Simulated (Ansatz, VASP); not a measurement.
## Two plane-wave programs on Se

```xyz
3
Lattice="4.2927 0.0000 0.0000 -2.1463 3.7176 0.0000 0.0000 0.0000 5.0409" Properties=species:S:1:pos:R:3 pbc="T T T"
Se    0.9807    0.0000    1.6803
Se   -0.4904    0.8493    3.3606
Se    1.6560    2.8682    0.0000
```

Alike in both runs: task single point; functional PBE; k mesh 12 × 12 × 6; no spin polarisation.

```csv
,VASP,Ansatz
version,VASP 6.6.1,Ansatz 0.2.0
potentials or method,"VASP PAW PBE potentials, release 64 (Se)","plane waves, PAW"
plane-wave cutoff (eV),520,420
occupations,"gaussian, width 0.01 eV",fixed
valence electrons in the cell,18,48
```

```csv
,VASP,Ansatz,Ansatz less VASP
gap on the k mesh at the Fermi level (eV),0.82,0.83,+0.012
pressure (GPa),2.4,2.3,-0.12
"traceless stress, the component that is largest in VASP (GPa)",0.57,0.52,-0.046
rms of the force components (eV/Å),0.193,0.176,-0.0167
```

Atom by atom the forces differ by 0.017 eV/Å (rms over components). VASP's potentials hold 18 valence electrons a cell and Ansatz's 48, so a difference there can come from the potentials and not from the codes.
